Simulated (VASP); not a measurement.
# Hg4Pt (P1) in VASP: single point with LDA

Aim: the single point of Hg4Pt with LDA.

All numbers are computed with VASP 6.6.1; they aren't measurements. Logs are shortened: lines on timing, memory, paths and dates and some standing lists are left out, and cuts for length are marked.

## Step 1: The cell of the first run

The typed cell holds 5 atoms: a = 5.369 Å, b = 5.369 Å, c = 5.369 Å, α = 109.47°, β = 109.47°, γ = 109.47°.

## Step 2: Single point, LDA

Contents of INCAR:

```
PREC     = Accurate       # precision mode
ENCUT    = 520            # plane-wave cutoff, eV
EDIFF    = 1E-7           # SCF threshold, eV
ISMEAR   = 0              # smearing method
SIGMA    = 0.1            # smearing width, eV
LREAL    = F              # projectors in reciprocal space
LASPH    = T              # aspherical terms in the spheres
NELM     = 60             # most SCF steps
ALGO     = Normal         # electronic algorithm
ISIF     = 2              # what is computed and relaxed
LWAVE    = F              # write WAVECAR
LCHARG   = T              # write CHGCAR
LELF     = T              # ELF
LVHAR    = T            
NBANDS   = 37             # bands
```

Contents of KPOINTS:

```
regular mesh
0
Gamma
  4 4 4
```

Contents of POSCAR:

```
Hg4Pt
1.0
   -3.1000500000      3.1000500000      3.1000500000
    3.1000500000     -3.1000500000      3.1000500000
    3.1000500000      3.1000500000     -3.1000500000
Hg Pt
4 1
Direct
    0.5118700000      0.4990200000      0.5024200000
    0.5052000000      0.9959200000      0.0170500000
    0.9814300000      0.9790400000      0.4893900000
    0.0029400000      0.5130200000      0.0118200000
    0.0144100000      0.9894200000      0.9996300000
```

Potentials or basis: VASP PAW LDA potentials, release 64 (Hg, Pt).

The run is started by

```bash
cat potpaw_LDA.64/Hg/POTCAR potpaw_LDA.64/Pt/POTCAR > POTCAR
mpirun -np 1 vasp_std > vasp.out
```

OUTCAR:

```text
PREC = Accurate
   ENCUT = 520
   EDIFF = 1E-7
   ISMEAR = 0
   LREAL = F
   LASPH = T
   NELM = 60
   ISIF = 2

 ion  position               nearest neighbor table
   1  0.512  0.499  0.502-   5 2.67   5 2.70   3 2.99   2 3.04   4 3.06   4 3.14   2 3.16   3 3.22

   2  0.505  0.996  0.017-   5 2.59   5 2.78   3 2.99   4 3.04   1 3.04   1 3.16   4 3.16   3 3.21

   3  0.981  0.979  0.489-   5 2.67   5 2.71   1 2.99   4 2.99   2 2.99   2 3.21   4 3.21   1 3.22

   4  0.003  0.513  0.012-   5 2.56   5 2.81   3 2.99   2 3.04   1 3.06   1 3.14   2 3.16   3 3.21

   5  0.014  0.989  1.000-   4 2.56   2 2.59   3 2.67   1 2.67   1 2.70   3 2.71   2 2.78   4 2.81

  LATTYP: Found a body centered cubic cell.
 ALAT       =     6.2001000000

  Lattice vectors:

 A1 = (  -3.1000500000,   3.1000500000,   3.1000500000)
 A2 = (   3.1000500000,  -3.1000500000,   3.1000500000)
 A3 = (   3.1000500000,   3.1000500000,  -3.1000500000)

Analysis of symmetry for initial positions (statically):
=====================================================================
 Subroutine PRICEL returns:
 Original cell was already a primitive cell.

 Routine SETGRP: Setting up the symmetry group for a
 body centered cubic supercell.

 Subroutine GETGRP returns: Found  1 space group operations
 (whereof  1 operations were pure point group operations)
 out of a pool of 48 trial point group operations.

The static configuration has the point symmetry C_1 .

Analysis of symmetry for dynamics (positions and initial velocities):
=====================================================================
 Subroutine PRICEL returns:
 Original cell was already a primitive cell.

 Routine SETGRP: Setting up the symmetry group for a
 body centered cubic supercell.

 Subroutine GETGRP returns: Found  1 space group operations
 (whereof  1 operations were pure point group operations)
 out of a pool of 48 trial point group operations.

The dynamic configuration has the point symmetry C_1 .

 Subroutine INISYM returns: Found  1 space group operations
 (whereof  1 operations are pure point group operations),
 and found     1 'primitive' translations

----------------------------------------------------------------------------------------

                                     Primitive cell

  volume of cell :     119.1698

  direct lattice vectors                    reciprocal lattice vectors
    -3.100050000  3.100050000  3.100050000     0.000000000  0.161287721  0.161287721
     3.100050000 -3.100050000  3.100050000     0.161287721  0.000000000  0.161287721
     3.100050000  3.100050000 -3.100050000     0.161287721  0.161287721  0.000000000

  length of vectors
     5.369444106  5.369444106  5.369444106     0.228095283  0.228095283  0.228095283

  position of ions in fractional coordinates (direct lattice)
     0.511870000  0.499020000  0.502420000
     0.505200000  0.995920000  0.017050000
     0.981430000  0.979040000  0.489390000
     0.002940000  0.513020000  0.011820000
     0.014410000  0.989420000  0.999630000

  ion indices of the primitive-cell ions
   primitive index   ion index
                 1           1
                 2           2
                 3           3
                 4           4
                 5           5

----------------------------------------------------------------------------------------

 KPOINTS: regular mesh

Automatic generation of k-mesh.
 Grid dimensions read from file:
 generate k-points for:    4    4    4

 Generating k-lattice:

  Cartesian coordinates                     Fractional coordinates (reciprocal lattice)
     0.000000000  0.040321930  0.040321930     0.250000000  0.000000000  0.000000000
     0.040321930  0.000000000  0.040321930     0.000000000  0.250000000  0.000000000
     0.040321930  0.040321930  0.000000000     0.000000000  0.000000000  0.250000000

  Length of vectors
     0.057023821  0.057023821  0.057023821

  Shift w.r.t. Gamma in fractional coordinates (k-lattice)
     0.000000000  0.000000000  0.000000000

 Subroutine IBZKPT returns following result:
 ===========================================

 Found     36 irreducible k-points:

 Following reciprocal coordinates:
            Coordinates               Weight
  0.000000  0.000000  0.000000      1.000000
  0.250000  0.000000  0.000000      2.000000
  0.000000  0.250000  0.000000      2.000000
  0.000000  0.000000  0.250000      2.000000
  0.250000  0.000000 -0.250000      2.000000
  0.250000 -0.250000  0.000000      2.000000
[... 16 lines left out ...]
  0.000000  0.500000 -0.250000      2.000000
 -0.250000  0.500000 -0.250000      2.000000
 [... further k-points ...]
   k-points           NKPTS =     36   k-points in BZ     NKDIM =     36   number of bands    NBANDS=     37
   number of dos      NEDOS =    301   number of ions     NIONS =      5
   total plane-waves  NPLWV =  64000
   dimension x,y,z NGX =    40 NGY =   40 NGZ =   40
   dimension x,y,z NGXF=    80 NGYF=   80 NGZF=   80
   ions per type =               4   1
   NGX,Y,Z   is equivalent  to a cutoff of  12.38, 12.38, 12.38 a.u.
   NGXF,Y,Z  is equivalent  to a cutoff of  24.77, 24.77, 24.77 a.u.
 SYSTEM =  unknown system
   PREC   = accura    normal or accurate (medium, high low for compatibility)
   ISTART =      0    job   : 0-new  1-cont  2-samecut
   ICHARG =      2    charge: 1-file 2-atom 10-const
   ISPIN  =      1    spin polarized calculation?
   LNONCOLLINEAR =      F non collinear calculations
   LSORBIT =      F    spin-orbit coupling
   LASPH  =      T    aspherical Exc in radial PAW
   ENCUT  =  520.0 eV  38.22 Ry    6.18 a.u.   9.98  9.98  9.98*2*pi/ulx,y,z
   NELM   =     60;   NELMIN=  2; NELMDL= -5     # of ELM steps
   EDIFF  = 0.1E-06   stopping-criterion for ELM
   LREAL  =      F    real-space projection
   EDIFFG = 0.1E-05   stopping-criterion for IOM
   NSW    =      0    number of steps for IOM
   IBRION =     -1    ionic relax: 0-MD 1-quasi-New 2-CG
   NFREE  =      0    steps in history (QN), initial steepest desc. (CG)
   ISIF   =      2    stress and relaxation
   ISYM   =      2    0-nonsym 1-usesym 2-fastsym
   POTIM  = 0.5000    time-step for ionic-motion
   TEBEG  =    0.0;   TEEND  =   0.0 temperature during run
   PSTRESS=    0.0 pullay stress
   NELECT =      58.0000    total number of electrons
   NUPDOWN=      -1.0000    fix difference up-down
   EMIN   =  10.00;   EMAX   =-10.00  energy-range for DOS
   EFERMI =   0.00;   METHOD = LEGACY
   ISMEAR =     0;   SIGMA  =   0.10  broadening in eV -4-tet -1-fermi 0-gaus
   EFERMI_NEDOS =   21; number of points for ismear=-14 and -15
   IALGO  =     38    algorithm
   IMIX   =      4    mixing-type and parameters
     AMIX     =   0.40;   BMIX     =  1.00
     AMIX_MAG =   1.60;   BMIX_MAG =  1.00
  volume/ion in A,a.u.               =      23.83       160.84
  Fermi-wavevector in a.u.,A,eV,Ry     =   1.287742  2.433479 22.562255  1.658279
  Thomas-Fermi vector in A             =   2.419738
   LORBIT       =      0    0 simple, 1 ext, 2 COOP (PROOUT), +10 PAW based schemes
   GGA     = CA    functional components
   LHFCALC =     F    Hartree Fock is set to
   AEXX    =    0.0000 exact exchange contribution
   IVDW    =     0    specifies the selected vdW correction
   LEPSILON=     F    determine dielectric tensor
   LRPA    =     F    only Hartree local field effects (RPA)
 non-spin polarized calculation
 Gauss-broadening in eV      SIGMA  =   0.10
  energy-cutoff  :      520.00
  volume of cell :      119.17
 maximum number of plane-waves:      3252
   NGX = 19   NGY = 19   NGZ = 19

 number of electron      58.0000004 magnetization

 Free energy of the ion-electron system (eV)
  ---------------------------------------------------
  ext. energy  EPLUGINS =         0.00000000
  ---------------------------------------------------
  free energy    TOTEN  =       -11.68470119 eV

  energy without entropy =      -11.66720250  energy(sigma->0) =      -11.67595184

 E-fermi :   3.3292     XC(G=0): -10.8987

 val. band max:        3.3234011289   @ k =   0.2500  -0.2500   0.0000
 cond. band min:       3.3300309953   @ k =   0.2500   0.0000   0.0000
 fundamental gap:      0.0066298664
 Fermi energy:         3.3292376218

 k-point     1 :       0.0000    0.0000    0.0000
  band No.  band energies     occupation
      1      -6.5090      2.00000
      2      -5.2250      2.00000
      3      -5.2173      2.00000
      4      -5.1474      2.00000
      5      -5.1371      2.00000
      6      -5.1264      2.00000
[... 29 lines left out ...]
     36       7.6328      0.00000
     37      10.0286      0.00000

 k-point     2 :       0.2500    0.0000    0.0000
  band No.  band energies     occupation
      1      -6.0763      2.00000
      2      -5.0767      2.00000
      3      -4.9992      2.00000
      4      -4.9564      2.00000
      5      -4.9260      2.00000
      6      -4.7876      2.00000
[... 29 lines left out ...]
     36       9.1916      0.00000
     37      10.0274      0.00000

 k-point     3 :       0.0000    0.2500    0.0000
  band No.  band energies     occupation
      1      -6.0746      2.00000
      2      -5.0681      2.00000
      3      -5.0198      2.00000
      4      -4.9589      2.00000
      5      -4.9159      2.00000
      6      -4.7991      2.00000
[... 29 lines left out ...]
     36       9.1775      0.00000
     37      10.0231      0.00000

 k-point     4 :       0.0000    0.0000    0.2500
  band No.  band energies     occupation
      1      -6.0802      2.00000
      2      -5.0860      2.00000
      3      -5.0086      2.00000
      4      -4.9551      2.00000
      5      -4.9371      2.00000
      6      -4.7735      2.00000
[... 29 lines left out ...]
     36       9.1941      0.00000
     37      10.0256      0.00000
[... 683 lines left out ...]
      1      -5.5546      2.00000
      2      -4.8660      2.00000
      3      -4.6978      2.00000
      4      -4.6631      2.00000
      5      -4.5474      2.00000
      6      -4.4373      2.00000
[... 29 lines left out ...]
     36       9.4920      0.00000
     37      10.7788      0.00000

 k-point    23 :       0.0000    0.5000   -0.2500
  band No.  band energies     occupation
      1      -5.5482      2.00000
      2      -4.8475      2.00000
      3      -4.7110      2.00000
      4      -4.6628      2.00000
      5      -4.5594      2.00000
      6      -4.4258      2.00000
[... 29 lines left out ...]
     36       9.4905      0.00000
     37      10.7813      0.00000

 k-point    24 :      -0.2500    0.5000   -0.2500
  band No.  band energies     occupation
      1      -5.5429      2.00000
      2      -4.8677      2.00000
      3      -4.7097      2.00000
      4      -4.6849      2.00000
      5      -4.5410      2.00000
      6      -4.3962      2.00000
[... 29 lines left out ...]
     36       9.5098      0.00000
     37      10.7822      0.00000

 [... further k-points ...]

------------------------ aborting loop because EDIFF is reached ----------------------------------------

  FORCE on cell =-STRESS in cart. coord.  units (eV):
  Direction    XX          YY          ZZ          XY          YZ          ZX
  --------------------------------------------------------------------------------------
  -------------------------------------------------------------------------------------
  Total       -0.4483297     -0.2610788     -0.1399449     -0.4461414     -0.1953476      0.1423875
  in kB       -6.0275667     -3.5100725     -1.8814883     -5.9981452     -2.6263503      1.9143275
  external PRESSURE =      -3.8063758 kB  Pullay stress =       0.0000000 kB

 VOLUME and BASIS-vectors are now :
 -----------------------------------------------------------------------------
  energy-cutoff  :      520.00
  volume of cell :      119.17
      direct lattice vectors                 reciprocal lattice vectors
    -3.100050000  3.100050000  3.100050000     0.000000000  0.161287721  0.161287721
     3.100050000 -3.100050000  3.100050000     0.161287721  0.000000000  0.161287721
     3.100050000  3.100050000 -3.100050000     0.161287721  0.161287721  0.000000000

 POSITION                                       TOTAL-FORCE (eV/Angst)
 -----------------------------------------------------------------------------------
      1.51769      1.59736      1.57628        -0.041056     -0.278961     -0.302262
      1.57411     -1.46840      4.60069        -0.632694      0.419950      0.746290
      1.50972      1.52454      4.56042         0.134172      0.044093      0.298638
      1.61792     -1.54463      1.56286        -1.037362      0.948562     -0.987655
      6.12148      0.07632      0.01302         1.576940     -1.133643      0.244988
 -----------------------------------------------------------------------------------
    total drift:                                0.000035     -0.000178     -0.000258

  FREE ENERGIE OF THE ION-ELECTRON SYSTEM (eV)
  ---------------------------------------------------
  free  energy   TOTEN  =       -11.6847011874 eV

  energy  without entropy=      -11.6672024964  energy(sigma->0) =      -11.67595184
```

It took 2.6 min on 1 thread of AMD EPYC 7R43 (Zen 3), shared host; peak memory 0.24 GiB.

What came out:

| Quantity | Value |
| --- | --- |
| Free energy | -11.6847 eV |
| Pressure | -0.4 GPa |
| Largest force | 1.958 eV/Å |
| Band gap on the k mesh | zero (band 29 reaches 3.34 eV, above the bottom of band 30 at 2.68 eV) |

Forces on the atoms (eV/Å):
```
Hg  -0.041 -0.279 -0.302
Hg  -0.633  0.420  0.746
Hg   0.134  0.044  0.299
Hg  -1.037  0.949 -0.988
Pt   1.577 -1.134  0.245
```

Caveat: spin-orbit coupling is left out, which moves the levels of the heavy elements; forces of over 1 eV/Å act on the atoms, so gaps and moduli don't describe the material at rest.
